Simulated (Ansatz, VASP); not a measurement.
# TaGe3W2 in VASP and in Ansatz

```
Ta Ge W
1.0
     3.63832    0.00000    0.00000
     0.00000    3.63832    0.00000
     0.00000    0.00000   10.04438
Ta Ge W
1 3 2
Direct
  0.00000 0.00000 0.00000
  0.00000 0.00000 0.25689
  0.00000 0.00000 0.74311
  0.50000 0.50000 0.00000
  0.00000 0.00000 0.50000
  0.50000 0.50000 0.50000
```

Alike in both runs: functional PBE; k mesh 6 × 6 × 2; occupations gaussian, width 0.1 eV; no spin polarisation.

Ansatz relaxed the structure, and its values are those at the end. VASP's run is a single point on that final structure, the one shown.

```csv
,VASP,Ansatz
version,VASP 6.6.1,Ansatz 0.2.0
potentials or method,"VASP PAW PBE potentials, release 64 (Ta_pv, Ge_d, W_sv), cutoff 520 eV","scalar-relativistic, plane waves, PAW"
valence electrons in the cell,81,83
```

Ansatz gave:

| Quantity | Value |
| --- | --- |
| gap on the k mesh at the Fermi level (eV) | none |
| pressure (GPa) | -0.1 |

What did VASP give for the same quantities?

gap on the k mesh at the Fermi level (eV): none; pressure (GPa): 0.1.

A gap of «none» marks a metal or a gap that the smearing closes. VASP's potentials hold 81 valence electrons a cell and Ansatz's 83, so a difference there can come from the potentials and not from the codes.

Spin-orbit coupling is off throughout.
